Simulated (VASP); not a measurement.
Runs of VASP 6.6.1 on K. The structure is that of space group P6/mmm (No. 191), or close to it. The cells are those of the table. 

| task | cell | k mesh for the DOS | occupations for the DOS | gap on the mesh (eV) | pressure (GPa) |
| --- | --- | --- | --- | --- | --- |
| single point | a = 4.393, b = 4.393, c = 4.130 Å, angles 90.0, 90.0, 120.0°, 1 atom | - | - | none | (b) |
| single point | a = 4.224, b = 4.224, c = 3.971 Å, angles 90.0, 90.0, 120.0°, 1 atom | - | - | none | 1.1 |
| single point | a = 3.611, b = 3.611, c = 3.395 Å, angles 90.0, 90.0, 120.0°, 1 atom | - | - | none | 7.8 |
| single point | a = 3.353, b = 3.353, c = 3.151 Å, angles 90.0, 90.0, 120.0°, 1 atom | - | - | none | 13.9 |
| single point | a = 4.040, b = 4.040, c = 3.798 Å, angles 90.0, 90.0, 120.0°, 1 atom | - | - | none | 2.2 |
| single point | a = 3.838, b = 3.838, c = 3.608 Å, angles 90.0, 90.0, 120.0°, 1 atom | - | - | none | (a) |

Alike in all rows: level PBE; potentials or basis VASP PAW PBE potentials, release 64 (K_sv); no spin polarisation; k mesh 10 × 10 × 9; cutoff (eV) 520; smearing fermi-dirac 0.08 eV.

Q: Fill in the values left out.

A: (a) 4.1; (b) 0.4.

A gap of «none» marks levels without a gap at the run's occupations.
